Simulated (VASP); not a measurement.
Input of a VASP 6.6.1 run:

The input INCAR:

```
SYSTEM = Rh
PREC = Accurate
ENCUT = 520
EDIFF = 1E-6
ISMEAR = -1
SIGMA = 0.1
LREAL = .False.
LASPH = .True.
NELM = 60
ALGO = Normal
ISIF = 2
LWAVE = .False.
LCHARG = .True.
LELF = .True.
LVHAR = .True.
NBANDS = 14
```

Contents of KPOINTS:

```
Automatic mesh
0
Gamma
  15 15 15
  0 0 0
```

Contents of POSCAR:

```
Rh
1.0
   -1.5041841359      1.5041841359      1.5041841359
    1.5041841359     -1.5041841359      1.5041841359
    1.5041841359      1.5041841359     -1.5041841359
Rh
1
Direct
    0.0000000000      0.0000000000      0.0000000000
```

Potentials or basis: VASP PAW LDA potentials, release 64 (Rh_pv).

The run is started by

```console
$ cat potpaw_LDA.64/Rh_pv/POTCAR > POTCAR
$ mpirun -np 1 vasp_std > vasp.out
```

**Question.** Estimate the pressure.

**Answer.** 0.8 GPa.
